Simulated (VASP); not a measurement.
Write the native input for VASP 6.6.1 that does the following.

```yaml
Task: single point
Functional: PBE
Potentials_or_basis: VASP PAW PBE potentials, release 64 (Zn, O)
Cutoff: 520 eV
k_mesh: 12 × 12 × 4
Occupations: gaussian, width 0.01 eV
Spin: no spin polarisation
Dipole_correction: no
Further_INCAR_settings: ALGO = Normal; EDIFF = 1e-06; NBANDS = 26
```

The structure of ZnO (zincite) lies in POSCAR:

```
ZnO
1.0
    3.1602406537      0.0000000000      0.0000000000
   -1.5801203269      2.7368484230      0.0000000000
    0.0000000000      0.0000000000      5.0630144059
Zn O
2 2
Direct
    0.3333333333      0.6666666667      0.5000000000
    0.6666666667      0.3333333333      0.0000000000
    0.6666666667      0.3333333333      0.3790100000
    0.3333333333      0.6666666667      0.8790100000
```

One way to write it, as run:

INCAR

```
SYSTEM = ZnO
PREC = Accurate
ENCUT = 520
EDIFF = 1E-6
ISMEAR = 0
SIGMA = 0.01
LREAL = .False.
LASPH = .True.
NELM = 60
ALGO = Normal
ISIF = 2
LWAVE = .False.
LCHARG = .True.
GGA = PE
LELF = .True.
LVHAR = .True.
NBANDS = 26
```

KPOINTS

```
Automatic mesh
0
Gamma
  12 12 4
  0 0 0
```

Potentials or basis: VASP PAW PBE potentials, release 64 (Zn, O).

Command:

```bash
$ cat potpaw_PBE.64/Zn/POTCAR potpaw_PBE.64/O/POTCAR > POTCAR
$ mpirun -np 1 vasp_std > vasp.out
```

Results of the run:

| Item | Value |
| --- | --- |
| Pressure | 21.4 GPa |
| Largest force | 0.107 eV/Å |
| Band gap on the k mesh | 0.91 eV, direct |

It used 51 s of CPU time on 1 thread of AMD EPYC 7R13 Processor (Zen 3), with other jobs on the host.
